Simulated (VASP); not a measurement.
# AlRu (Pm-3m) in VASP: notebook

AlRu is run at these levels: PBE; tasks: single point, relaxation of cell and atoms.

Program: VASP 6.6.1. These are calculated values, not measurements. Logs are shortened: lines on timing, memory, paths and dates and some standing lists are left out, and cuts for length are marked.

## 1. The cell of the first run

Symmetry: Pm-3m, No. 221, cubic system. Conventional cell: a = 2.982 Å, b = 2.982 Å, c = 2.982 Å, α = 90.00°, β = 90.00°, γ = 90.00°. Within 3.4 Å of Al (site symmetry m-3m) lie 8 Ru at 2.58 Å and 6 Al at 2.98 Å. Within 3.4 Å of Ru (site symmetry m-3m) lie 8 Al at 2.58 Å and 6 Ru at 2.98 Å.

## 2. Single point, PBE

INCAR

```
PREC = Accurate
ENCUT = 500
EDIFF = 1E-6
ISMEAR = 0
SIGMA = 0.1
LREAL = F
LASPH = T
NELM = 120
ALGO = Normal
ISIF = 2
LWAVE = F
LCHARG = F
GGA = PE
NBANDS = 16
GGA_COMPAT = F
```

KPOINTS

```
regular mesh
0
Gamma
  6 6 6
```

POSCAR

```
AlRu
1.0
    2.9824955500      0.0000000000      0.0000000000
    0.0000000000      2.9824955500      0.0000000000
    0.0000000000      0.0000000000      2.9824955500
Al Ru
1 1
Direct
    0.0000000000      0.0000000000      0.0000000000
    0.5000000000      0.5000000000      0.5000000000
```

Potentials or basis: VASP PAW PBE potentials, release 64 (Al, Ru_pv).

Started as:

```
$ cat potpaw_PBE.64/Al/POTCAR potpaw_PBE.64/Ru_pv/POTCAR > POTCAR
$ mpirun -np 1 vasp_std > vasp.out
```

OUTCAR:

```text
PREC = Accurate
   ENCUT = 500
   EDIFF = 1E-6
   ISMEAR = 0
   LREAL = F
   LASPH = T
   NELM = 120
   ISIF = 2
   GGA = PE

 ion  position               nearest neighbor table
   1  0.000  0.000  0.000-   2 2.58   2 2.58   2 2.58   2 2.58   2 2.58   2 2.58   2 2.58   2 2.58

   2  0.500  0.500  0.500-   1 2.58   1 2.58   1 2.58   1 2.58   1 2.58   1 2.58   1 2.58   1 2.58

  LATTYP: Found a simple cubic cell.
 ALAT       =     2.9824955500

  Lattice vectors:

 A1 = (   2.9824955500,   0.0000000000,   0.0000000000)
 A2 = (   0.0000000000,   2.9824955500,   0.0000000000)
 A3 = (   0.0000000000,   0.0000000000,   2.9824955500)

Analysis of symmetry for initial positions (statically):
=====================================================================
 Subroutine PRICEL returns:
 Original cell was already a primitive cell.

 Routine SETGRP: Setting up the symmetry group for a
 simple cubic supercell.

 Subroutine GETGRP returns: Found 48 space group operations
 (whereof 48 operations were pure point group operations)
 out of a pool of 48 trial point group operations.

The static configuration has the point symmetry O_h .

Analysis of symmetry for dynamics (positions and initial velocities):
=====================================================================
 Subroutine PRICEL returns:
 Original cell was already a primitive cell.

 Routine SETGRP: Setting up the symmetry group for a
 simple cubic supercell.

 Subroutine GETGRP returns: Found 48 space group operations
 (whereof 48 operations were pure point group operations)
 out of a pool of 48 trial point group operations.

The dynamic configuration has the point symmetry O_h .

 Subroutine INISYM returns: Found 48 space group operations
 (whereof 48 operations are pure point group operations),
 and found     1 'primitive' translations

----------------------------------------------------------------------------------------

                                     Primitive cell

  volume of cell :      26.5301

  direct lattice vectors                    reciprocal lattice vectors
     2.982495550  0.000000000  0.000000000     0.335289687  0.000000000  0.000000000
     0.000000000  2.982495550  0.000000000     0.000000000  0.335289687  0.000000000
     0.000000000  0.000000000  2.982495550     0.000000000  0.000000000  0.335289687

  length of vectors
     2.982495550  2.982495550  2.982495550     0.335289687  0.335289687  0.335289687

  position of ions in fractional coordinates (direct lattice)
     0.000000000  0.000000000  0.000000000
     0.500000000  0.500000000  0.500000000

  ion indices of the primitive-cell ions
   primitive index   ion index
                 1           1
                 2           2

----------------------------------------------------------------------------------------

 KPOINTS: regular mesh

Automatic generation of k-mesh.
 Grid dimensions read from file:
 generate k-points for:    6    6    6

 Generating k-lattice:

  Cartesian coordinates                     Fractional coordinates (reciprocal lattice)
     0.055881615  0.000000000  0.000000000     0.166666667  0.000000000  0.000000000
     0.000000000  0.055881615  0.000000000     0.000000000  0.166666667  0.000000000
     0.000000000  0.000000000  0.055881615     0.000000000  0.000000000  0.166666667

  Length of vectors
     0.055881615  0.055881615  0.055881615

  Shift w.r.t. Gamma in fractional coordinates (k-lattice)
     0.000000000  0.000000000  0.000000000

 Subroutine IBZKPT returns following result:
 ===========================================

 Found     20 irreducible k-points:

 Following reciprocal coordinates:
            Coordinates               Weight
  0.000000  0.000000  0.000000      1.000000
  0.166667  0.000000  0.000000      6.000000
  0.333333  0.000000  0.000000      6.000000
  0.500000  0.000000  0.000000      3.000000
  0.166667  0.166667  0.000000     12.000000
  0.333333  0.166667  0.000000     24.000000
[... 12 lines left out ...]
  0.500000  0.500000  0.333333      6.000000
  0.500000  0.500000  0.500000      1.000000
   k-points           NKPTS =     20   k-points in BZ     NKDIM =     20   number of bands    NBANDS=     16
   number of dos      NEDOS =    301   number of ions     NIONS =      2
   total plane-waves  NPLWV =  13824
   dimension x,y,z NGX =    24 NGY =   24 NGZ =   24
   dimension x,y,z NGXF=    48 NGYF=   48 NGZF=   48
   ions per type =               1   1
   NGX,Y,Z   is equivalent  to a cutoff of  13.38, 13.38, 13.38 a.u.
   NGXF,Y,Z  is equivalent  to a cutoff of  26.76, 26.76, 26.76 a.u.
 SYSTEM =  unknown system
   PREC   = accura    normal or accurate (medium, high low for compatibility)
   ISTART =      0    job   : 0-new  1-cont  2-samecut
   ICHARG =      2    charge: 1-file 2-atom 10-const
   ISPIN  =      1    spin polarized calculation?
   LNONCOLLINEAR =      F non collinear calculations
   LSORBIT =      F    spin-orbit coupling
   LASPH  =      T    aspherical Exc in radial PAW
   ENCUT  =  500.0 eV  36.75 Ry    6.06 a.u.   5.44  5.44  5.44*2*pi/ulx,y,z
   NELM   =    120;   NELMIN=  2; NELMDL= -5     # of ELM steps
   EDIFF  = 0.1E-05   stopping-criterion for ELM
   LREAL  =      F    real-space projection
   EDIFFG = 0.1E-04   stopping-criterion for IOM
   NSW    =      0    number of steps for IOM
   IBRION =     -1    ionic relax: 0-MD 1-quasi-New 2-CG
   NFREE  =      0    steps in history (QN), initial steepest desc. (CG)
   ISIF   =      2    stress and relaxation
   ISYM   =      2    0-nonsym 1-usesym 2-fastsym
   POTIM  = 0.5000    time-step for ionic-motion
   TEBEG  =    0.0;   TEEND  =   0.0 temperature during run
   PSTRESS=    0.0 pullay stress
   NELECT =      17.0000    total number of electrons
   NUPDOWN=      -1.0000    fix difference up-down
   EMIN   =  10.00;   EMAX   =-10.00  energy-range for DOS
   EFERMI =   0.00;   METHOD = LEGACY
   ISMEAR =     0;   SIGMA  =   0.10  broadening in eV -4-tet -1-fermi 0-gaus
   EFERMI_NEDOS =   21; number of points for ismear=-14 and -15
   IALGO  =     38    algorithm
   IMIX   =      4    mixing-type and parameters
     AMIX     =   0.40;   BMIX     =  1.00
     AMIX_MAG =   1.60;   BMIX_MAG =  1.00
  volume/ion in A,a.u.               =      13.27        89.52
  Fermi-wavevector in a.u.,A,eV,Ry     =   1.411382  2.667126 27.102805  1.992000
  Thomas-Fermi vector in A             =   2.533239
   LORBIT       =      0    0 simple, 1 ext, 2 COOP (PROOUT), +10 PAW based schemes
   GGA     = PE    functional components
   LHFCALC =     F    Hartree Fock is set to
   AEXX    =    0.0000 exact exchange contribution
   IVDW    =     0    specifies the selected vdW correction
   LEPSILON=     F    determine dielectric tensor
   LRPA    =     F    only Hartree local field effects (RPA)
 non-spin polarized calculation
 Gauss-broadening in eV      SIGMA  =   0.10
  energy-cutoff  :      500.00
  volume of cell :       26.53
 maximum number of plane-waves:       691
 NGX is ok and might be reduce to    24
   NGX = 11   NGY = 11   NGZ = 11

 number of electron      16.9999995 magnetization

 Free energy of the ion-electron system (eV)
  ---------------------------------------------------
  ext. energy  EPLUGINS =         0.00000000
  ---------------------------------------------------
  free energy    TOTEN  =       -14.25306455 eV

  energy without entropy =      -14.23999169  energy(sigma->0) =      -14.24652812

 E-fermi :  10.7153     XC(G=0): -12.6154

 val. band max:       10.7127740615   @ k =   0.3333   0.1667   0.0000
 cond. band min:      10.7909869747   @ k =   0.5000   0.1667   0.0000
 fundamental gap:      0.0782129132
 Fermi energy:        10.7152980612

 k-point     1 :       0.0000    0.0000    0.0000
  band No.  band energies     occupation
      1     -30.9351      2.00000
      2     -30.9351      2.00000
      3     -30.9351      2.00000
      4       1.1160      2.00000
      5       7.2375      2.00000
      6       7.2375      2.00000
[... 8 lines left out ...]
     15      22.9241      0.00000
     16      26.1289      0.00000

 k-point     2 :       0.1667    0.0000    0.0000
  band No.  band energies     occupation
      1     -30.9897      2.00000
      2     -30.9305      2.00000
      3     -30.9305      2.00000
      4       1.6453      2.00000
      5       7.3715      2.00000
      6       7.4188      2.00000
[... 8 lines left out ...]
     15      23.1789      0.00000
     16      27.8745      0.00000

 k-point     3 :       0.3333    0.0000    0.0000
  band No.  band energies     occupation
      1     -31.0977      2.00000
      2     -30.9213      2.00000
      3     -30.9213      2.00000
      4       3.1055      2.00000
      5       6.9567      2.00000
      6       7.8223      2.00000
[... 8 lines left out ...]
     15      24.0481      0.00000
     16      25.8902      0.00000

 k-point     4 :       0.5000    0.0000    0.0000
  band No.  band energies     occupation
      1     -31.1510      2.00000
      2     -30.9167      2.00000
      3     -30.9167      2.00000
      4       4.9668      2.00000
      5       5.3384      2.00000
      6       8.0502      2.00000
[... 8 lines left out ...]
     15      23.6854      0.00000
     16      23.6854      0.00000
[... 248 lines left out ...]
 k-point    18 :       0.5000    0.3333    0.3333
  band No.  band energies     occupation
      1     -31.1119      2.00000
      2     -31.0566      2.00000
      3     -31.0543      2.00000
      4       5.6165      2.00000
      5       6.7410      2.00000
      6       6.8471      2.00000
[... 8 lines left out ...]
     15      22.0885      0.00000
     16      22.9251      0.00000

 k-point    19 :       0.5000    0.5000    0.3333
  band No.  band energies     occupation
      1     -31.1057      2.00000
      2     -31.1057      2.00000
      3     -31.0498      2.00000
      4       5.7217      2.00000
      5       6.5782      2.00000
      6       6.5782      2.00000
[... 8 lines left out ...]
     15      20.8710      0.00000
     16      22.9227      0.00000

 k-point    20 :       0.5000    0.5000    0.5000
  band No.  band energies     occupation
      1     -31.0998      2.00000
      2     -31.0998      2.00000
      3     -31.0998      2.00000
      4       6.1556      2.00000
      5       6.1556      2.00000
      6       6.1556      2.00000
[... 8 lines left out ...]
     15      19.4530      0.00000
     16      22.8342      0.00000

------------------------ aborting loop because EDIFF is reached ----------------------------------------

  FORCE on cell =-STRESS in cart. coord.  units (eV):
  Direction    XX          YY          ZZ          XY          YZ          ZX
  --------------------------------------------------------------------------------------
  -------------------------------------------------------------------------------------
  Total        0.7456043      0.7456043      0.7456043      0.0000000      0.0000000     -0.0000000
  in kB       45.0276809     45.0276809     45.0276809      0.0000000      0.0000000     -0.0000000
  external PRESSURE =      45.0276809 kB  Pullay stress =       0.0000000 kB

 VOLUME and BASIS-vectors are now :
 -----------------------------------------------------------------------------
  energy-cutoff  :      500.00
  volume of cell :       26.53
      direct lattice vectors                 reciprocal lattice vectors
     2.982495550  0.000000000  0.000000000     0.335289687  0.000000000  0.000000000
     0.000000000  2.982495550  0.000000000     0.000000000  0.335289687  0.000000000
     0.000000000  0.000000000  2.982495550     0.000000000  0.000000000  0.335289687

 POSITION                                       TOTAL-FORCE (eV/Angst)
 -----------------------------------------------------------------------------------
      0.00000      0.00000      0.00000         0.000000      0.000000      0.000000
      1.49125      1.49125      1.49125         0.000000      0.000000      0.000000
 -----------------------------------------------------------------------------------
    total drift:                                0.000000     -0.000000     -0.000000

  FREE ENERGIE OF THE ION-ELECTRON SYSTEM (eV)
  ---------------------------------------------------
  free  energy   TOTEN  =       -14.2530645491 eV

  energy  without entropy=      -14.2399916943  energy(sigma->0) =      -14.24652812
```

It took 4.8 s on 1 thread of AMD EPYC 9R45 (Zen 5), shared host; peak memory 0.11 GiB.

Results:

| Quantity | Value |
| --- | --- |
| Free energy | -14.2531 eV |
| Pressure | 4.5 GPa |

Levels at points of the mesh, in eV from the Fermi level:
```tsv
k point	band 6	band 7	band 8	band 9	band 10	band 11
(0.00, 0.00, 0.00)	-3.48	0.30	0.30	0.30	6.25	6.25
(0.50, 0.00, 0.00)	-2.67	-1.50	-1.50	0.56	2.46	7.57
(0.50, 0.50, 0.00)	-1.24	-1.24	-1.06	-1.06	1.69	5.51
(0.50, 0.50, 0.50)	-4.56	1.79	1.79	2.75	4.29	4.29
```

## 3. Single point, PBE

This run uses another cell than the first one, of 13.55 Å³/atom, 1.021 times its volume.

INCAR

```
SYSTEM = AlRu
PREC     = Accurate       ! precision mode
ENCUT    = 500            ! plane-wave cutoff, eV
EDIFF    = 1E-6           ! SCF threshold, eV
ISMEAR   = 0              ! smearing method
SIGMA    = 0.1            ! smearing width, eV
LREAL    = .False.        ! projectors in reciprocal space
LASPH    = .True.         ! aspherical terms in the spheres
NELM     = 120            ! most SCF steps
ALGO     = Normal         ! electronic algorithm
ISIF     = 2              ! what is computed and relaxed
LWAVE    = .False.        ! write WAVECAR
LCHARG   = .True.         ! write CHGCAR
GGA      = PE             ! functional
LELF     = .True.         ! ELF
LVHAR    = .True.       
NBANDS   = 16             ! bands
GGA_COMPAT= .False.
```

KPOINTS

```
Automatic mesh
0
Gamma
  6 6 6
  0 0 0
```

POSCAR

```
AlRu
1.0
    3.0037043275      0.0000000000      0.0000000000
    0.0000000000      3.0037043275      0.0000000000
    0.0000000000      0.0000000000      3.0037043275
Al Ru
1 1
Direct
    0.0000000000      0.0000000000      0.0000000000
    0.5000000000      0.5000000000      0.5000000000
```

Potentials or basis: VASP PAW PBE potentials, release 64 (Al, Ru_pv).

Started as:

```
$ cat potpaw_PBE.64/Al/POTCAR potpaw_PBE.64/Ru_pv/POTCAR > POTCAR
$ mpirun -np 1 vasp_std > vasp.out
```

It took 4.9 s on 1 thread of AMD EPYC 9R45 (Zen 5), shared host; peak memory 0.11 GiB.

It converged, with:

```yaml
Free_energy: -14.2610 eV
Pressure: -0.1 GPa
```

Levels at points of the mesh, in eV from the Fermi level:
```tsv
k point	band 6	band 7	band 8	band 9	band 10	band 11
(0.00, 0.00, 0.00)	-3.37	0.29	0.29	0.29	6.14	6.14
(0.50, 0.00, 0.00)	-2.58	-1.46	-1.46	0.54	2.37	7.58
(0.50, 0.50, 0.00)	-1.23	-1.23	-1.03	-1.03	1.63	5.36
(0.50, 0.50, 0.50)	-4.45	1.72	1.72	2.61	4.24	4.24
```

## 4. Relaxation of cell and atoms, PBE

INCAR

```
PREC = Accurate
ENCUT = 500
EDIFF = 1E-7
ISMEAR = 0
SIGMA = 0.1
LREAL = F
LASPH = T
NELM = 120
ALGO = Normal
ISIF = 3
LWAVE = F
LCHARG = F
GGA = PE
IBRION = 2
NSW = 60
EDIFFG = -0.04
GGA_COMPAT = F
NELMIN = 4
```

KPOINTS

```
regular mesh
0
Gamma
  6 6 6
```

POSCAR

```
AlRu
1.0
    2.9824955500      0.0000000000      0.0000000000
    0.0000000000      2.9824955500      0.0000000000
    0.0000000000      0.0000000000      2.9824955500
Al Ru
1 1
Direct
    0.0000000000      0.0000000000      0.0000000000
    0.5000000000      0.5000000000      0.5000000000
```

Started as:

```
$ cat potpaw_PBE.64/Al/POTCAR potpaw_PBE.64/Ru_pv/POTCAR > POTCAR
$ mpirun -np 1 vasp_std > vasp.out
```

It took 10 s on 1 thread of AMD EPYC 9R45 (Zen 5), shared host; peak memory 0.11 GiB.

It converged, with:

```
Free energy                            : -14.2608 eV
Relaxed volume                         : 13.55 Å³/atom
Relaxed cell                           : a = 3.004 Å, b = 3.004 Å, c = 3.004 Å, α = 90.00°, β = 90.00°, γ = 90.00°
Space group after relaxing (to 0.05 Å) : Pm-3m (No. 221)
Energy gained by relaxing              : 3.9 meV/atom
Ionic steps                            : 3
Pressure after relaxing                : 0.0 GPa
```

The path:
```tsv
step	energy change (eV)	largest force (eV/Å)	pressure (GPa)	volume (Å³)
1	0.0000	0.0000	4.50	26.53
2	0.0100	0.0000	-6.17	27.99
3	-0.0077	0.0000	-0.03	27.10
```

Final structure:
```
Al Ru
1.0
     3.00358    0.00000    0.00000
     0.00000    3.00358    0.00000
     0.00000    0.00000    3.00358
Al Ru
1 1
Direct
  0.00000 0.00000 0.00000
  0.50000 0.50000 0.50000
```

Levels at points of the mesh, in eV from the Fermi level:
```tsv
k point	band 6	band 7	band 8	band 9	band 10	band 11
(0.00, 0.00, 0.00)	-3.37	0.29	0.29	0.29	6.14	6.14
(0.50, 0.00, 0.00)	-2.58	-1.46	-1.46	0.54	2.37	7.58
(0.50, 0.50, 0.00)	-1.23	-1.23	-1.03	-1.03	1.63	5.36
(0.50, 0.50, 0.50)	-4.45	1.72	1.72	2.61	4.24	4.24
```

## 5. The runs side by side

| task | cell | gap on the mesh (eV) | pressure (GPa) |
| --- | --- | --- | --- |
| single point | a = 2.982 Å, 2 atoms | none | 4.5 |
| single point | a = 3.004 Å, 2 atoms | none | -0.1 |
| relaxation of cell and atoms | relaxed from a = 2.982 Å, 2 atoms | none | 0.0 |

Alike in all rows: level PBE; potentials or basis VASP PAW PBE potentials, release 64 (Al, Ru_pv); no spin polarisation; k mesh 6 × 6 × 6; cutoff (eV) 500; smearing gaussian 0.1 eV.

Absolute energies hang on the potentials; compare differences alone.
